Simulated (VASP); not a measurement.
# Si (Fd-3m) in VASP: further runs

Runs on Si. Level: PBEsol. Tasks: single point.

All numbers are computed with VASP 6.6.1; they aren't measurements. Logs are shortened: lines on timing, memory, paths and dates and some standing lists are left out, and cuts for length are marked.

## 1. The cell of the first run

The structure is cubic, space group Fd-3m (No. 227). Conventional cell: a = 5.276 Å, b = 5.276 Å, c = 5.276 Å, α = 90.00°, β = 90.00°, γ = 90.00°. Within 3.0 Å of Si (site symmetry -43m) lie 4 Si at 2.28 Å.

## 2. Single point, PBEsol

File INCAR:

```
PREC = Accurate
ENCUT = 520
EDIFF = 1E-6
ISMEAR = 0
SIGMA = 0.01
LREAL = False
LASPH = True
NELM = 100
ALGO = Normal
ISIF = 2
LWAVE = False
LCHARG = False
GGA = PS
NBANDS = 11
```

File KPOINTS:

```
regular mesh
0
Gamma
  8 8 8
```

File POSCAR:

```
Si
1.0
    2.6380903573      2.6380903573      0.0000000000
   -2.6380903573      2.6380903573      0.0000000000
    0.0000000000      2.6380903573      2.6380903573
Si
2
Direct
    0.2500000000      0.7500000000      0.5000000000
    0.0000000000      0.0000000000      0.0000000000
```

Potentials or basis: VASP PAW PBE potentials, release 64 (Si).

Command:

```
$ cat potpaw_PBE.64/Si/POTCAR > POTCAR
$ mpirun -np 1 vasp_std > vasp.out
```

OUTCAR:

```text
PREC = Accurate
   ENCUT = 520
   EDIFF = 1E-6
   ISMEAR = 0
   LREAL = False
   LASPH = True
   NELM = 100
   ISIF = 2
   GGA = PS

 ion  position               nearest neighbor table
   1  0.250  0.750  0.500-   2 2.28   2 2.28   2 2.28   2 2.28
   2  0.000  0.000  0.000-   1 2.28   1 2.28   1 2.28   1 2.28

  LATTYP: Found a face centered cubic cell.
 ALAT       =     5.2761807146

  Lattice vectors:

 A1 = (   0.0000000000,   2.6380903573,   2.6380903573)
 A2 = (   2.6380903573,   0.0000000000,   2.6380903573)
 A3 = (   2.6380903573,   2.6380903573,   0.0000000000)

Analysis of symmetry for initial positions (statically):
=====================================================================
 Subroutine PRICEL returns:
 Original cell was already a primitive cell.

 Routine SETGRP: Setting up the symmetry group for a
 face centered cubic supercell.

 Subroutine GETGRP returns: Found 48 space group operations
 (whereof 24 operations were pure point group operations)
 out of a pool of 48 trial point group operations.

The static configuration has the point symmetry T_d .
 The point group associated with its full space group is O_h .

Analysis of symmetry for dynamics (positions and initial velocities):
=====================================================================
 Subroutine PRICEL returns:
 Original cell was already a primitive cell.

 Routine SETGRP: Setting up the symmetry group for a
 face centered cubic supercell.

 Subroutine GETGRP returns: Found 48 space group operations
 (whereof 24 operations were pure point group operations)
 out of a pool of 48 trial point group operations.

The dynamic configuration has the point symmetry T_d .
 The point group associated with its full space group is O_h .

 Subroutine INISYM returns: Found 48 space group operations
 (whereof 24 operations are pure point group operations),
 and found     1 'primitive' translations

----------------------------------------------------------------------------------------

                                     Primitive cell

  volume of cell :      36.7197

  direct lattice vectors                    reciprocal lattice vectors
     2.638090357  2.638090357  0.000000000     0.189531037  0.189531037 -0.189531037
    -2.638090357  2.638090357  0.000000000    -0.189531037  0.189531037 -0.189531037
     0.000000000  2.638090357  2.638090357     0.000000000  0.000000000  0.379062073

  length of vectors
     3.730823162  3.730823162  3.730823162     0.328277385  0.328277385  0.379062073

  position of ions in fractional coordinates (direct lattice)
[... 88 lines left out ...]
   TEBEG  =    0.0;   TEEND  =   0.0 temperature during run
   PSTRESS=    0.0 pullay stress
   NELECT =       8.0000    total number of electrons
   NUPDOWN=      -1.0000    fix difference up-down
   EMIN   =  10.00;   EMAX   =-10.00  energy-range for DOS
   EFERMI =   0.00;   METHOD = LEGACY
   ISMEAR =     0;   SIGMA  =   0.01  broadening in eV -4-tet -1-fermi 0-gaus
   EFERMI_NEDOS =   21; number of points for ismear=-14 and -15
   IALGO  =     38    algorithm
   IMIX   =      4    mixing-type and parameters
     AMIX     =   0.40;   BMIX     =  1.00
     AMIX_MAG =   1.60;   BMIX_MAG =  1.00
  volume/ion in A,a.u.               =      18.36       123.90
  Fermi-wavevector in a.u.,A,eV,Ry     =   0.985081  1.861533 13.202877  0.970384
  Thomas-Fermi vector in A             =   2.116361
   LORBIT       =      0    0 simple, 1 ext, 2 COOP (PROOUT), +10 PAW based schemes
   GGA     = PS    functional components
   LHFCALC =     F    Hartree Fock is set to
   AEXX    =    0.0000 exact exchange contribution
   IVDW    =     0    specifies the selected vdW correction
   LEPSILON=     F    determine dielectric tensor
   LRPA    =     F    only Hartree local field effects (RPA)
 non-spin polarized calculation
 Gauss-broadening in eV      SIGMA  =   0.01
  energy-cutoff  :      520.00
  volume of cell :       36.72
 maximum number of plane-waves:       999
   NGX = 13   NGY = 13   NGZ = 13

 number of electron       7.9999999 magnetization

 Free energy of the ion-electron system (eV)
  ---------------------------------------------------
  ext. energy  EPLUGINS =         0.00000000
  ---------------------------------------------------
  free energy    TOTEN  =       -11.38848559 eV

  energy without entropy =      -11.38848559  energy(sigma->0) =      -11.38848559

 E-fermi :   6.7787     XC(G=0):  -9.8886

 val. band max:        6.7045590493   @ k =   0.0000   0.0000   0.0000
 cond. band min:       7.0553922126   @ k =  -0.3750   0.3750   0.0000
 fundamental gap:      0.3508331633
 Fermi energy:         6.7786862814

 k-point     1 :       0.0000    0.0000    0.0000
  band No.  band energies     occupation
      1      -5.9073      2.00000
      2       6.7046      2.00000
      3       6.7046      2.00000
      4       6.7046      2.00000
      5       9.2506      0.00000
      6       9.2506      0.00000
      7       9.2506      0.00000
      8      11.0450      0.00000
      9      14.4330      0.00000
     10      14.4330      0.00000
     11      14.7792      0.00000
[... 309 lines left out ...]
 k-point    24 :       0.5000    0.2500    0.1250
  band No.  band energies     occupation
      1      -2.7500      2.00000
      2      -0.4594      2.00000
      3       2.9692      2.00000
      4       4.3193      2.00000
      5       9.6713      0.00000
      6       9.8708      0.00000
      7      12.8052      0.00000
      8      13.9989      0.00000
      9      14.3990      0.00000
     10      17.4834      0.00000
     11      18.9684      0.00000

 [... further k-points ...]

------------------------ aborting loop because EDIFF is reached ----------------------------------------

  FORCE on cell =-STRESS in cart. coord.  units (eV):
  Direction    XX          YY          ZZ          XY          YZ          ZX
  --------------------------------------------------------------------------------------
  -------------------------------------------------------------------------------------
  Total        2.3217424      2.3217424      2.3217424     -0.0000000     -0.0000000      0.0000000
  in kB      101.3037746    101.3037746    101.3037746     -0.0000000     -0.0000000      0.0000000
  external PRESSURE =     101.3037746 kB  Pullay stress =       0.0000000 kB

 VOLUME and BASIS-vectors are now :
 -----------------------------------------------------------------------------
  energy-cutoff  :      520.00
  volume of cell :       36.72
      direct lattice vectors                 reciprocal lattice vectors
     2.638090357  2.638090357  0.000000000     0.189531037  0.189531037 -0.189531037
    -2.638090357  2.638090357  0.000000000    -0.189531037  0.189531037 -0.189531037
     0.000000000  2.638090357  2.638090357     0.000000000  0.000000000  0.379062073

 POSITION                                       TOTAL-FORCE (eV/Angst)
 -----------------------------------------------------------------------------------
     -1.31905      3.95714      1.31905        -0.000000      0.000000      0.000000
      0.00000      0.00000      0.00000         0.000000     -0.000000      0.000000
 -----------------------------------------------------------------------------------
    total drift:                                0.000000      0.000000     -0.000000

  FREE ENERGIE OF THE ION-ELECTRON SYSTEM (eV)
  ---------------------------------------------------
  free  energy   TOTEN  =       -11.3884855875 eV

  energy  without entropy=      -11.3884855875  energy(sigma->0) =      -11.38848559
```

It took 9.5 s on 1 thread of Intel Xeon 8259CL, shared host; peak memory 0.14 GiB.

Results:

```yaml
Free_energy: -11.3885 eV
Pressure: 10.1 GPa
Band_gap_on_the_k_mesh: 0.35 eV, indirect (least direct gap 2.55 eV)
```

Caveat: the PAW data sets were made with another functional, which shifts forces and pressure a little.

(Part 1 of 2 ends here.)
